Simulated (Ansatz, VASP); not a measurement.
# Two plane-wave programs on CsI

Contents of INCAR:

```
SYSTEM = CsI
PREC = Accurate
ENCUT = 500
EDIFF = 1E-6
ISMEAR = 0
SIGMA = 0.05
LREAL = .FALSE.
LASPH = .TRUE.
NELM = 120
ALGO = Normal
ISIF = 2
LWAVE = .FALSE.
LCHARG = .FALSE.
GGA = PE
NBANDS = 15
GGA_COMPAT = .FALSE.
```

KPOINTS

```
regular mesh
0
G
  8 8 8
  0 0 0
```

Contents of POSCAR:

```
CsI
1.0
    4.6654671083      0.0000000000      0.0000000000
    0.0000000000      4.6654671083      0.0000000000
    0.0000000000      0.0000000000      4.6654671083
Cs I
1 1
Direct
    0.0000000000      0.0000000000      0.0000000000
    0.5107170405      0.5000000000      0.5000000000
```

Input for Ansatz:

```yaml
crystal:
  lattice:
    - [4.6654671083, 0.0, 0.0]
    - [0.0, 4.6654671083, 0.0]
    - [0.0, 0.0, 4.6654671083]
  atoms:
    - { symbol: Cs, position: [0.0, 0.0, 0.0] }
    - { symbol: I, position: [0.5107170405, 0.5, 0.5] }
basis:
  ecutwfc: 420
  ecutrho_ratio: 4
kpoints:
  mp_grid: { grid: [8, 8, 8] }
hamiltonian:
  xc: pbe
scf:
  occupations: { method: gaussian, width: 0.05 }
output:
  forces: true
  stress: true
  eigenvalues: true
  write_density: true
  write_potential: true
  elf: true
  volumetric_format: npy
```

Alike in both runs: task single point; functional PBE; k mesh 8 × 8 × 8; occupations gaussian, width 0.05 eV; no spin polarisation.

|  | VASP | Ansatz |
| --- | --- | --- |
| version | VASP 6.6.1 | Ansatz 0.2.0 |
| potentials or method | VASP PAW PBE potentials, release 64 (Cs_sv, I), cutoff 500 eV | scalar-relativistic, plane waves, PAW |
| valence electrons in the cell | 16 | 26 |

|  | VASP | Ansatz | Ansatz less VASP |
| --- | --- | --- | --- |
| gap on the k mesh at the Fermi level (eV) | 3.68 | 3.69 | +0.011 |
| least direct gap on the mesh (eV) | 3.77 | 3.78 | +0.009 |
| pressure (GPa) | 0.0 | 0.0 | -0.03 |
| rms of the force components (eV/Å) | 0.015 | 0.015 | -0.0003 |

Atom by atom the forces differ by 0.000 eV/Å (rms over components). VASP's potentials hold 16 valence electrons a cell and Ansatz's 26, so a difference there can come from the potentials and not from the codes.

Neither program's run includes spin-orbit coupling.
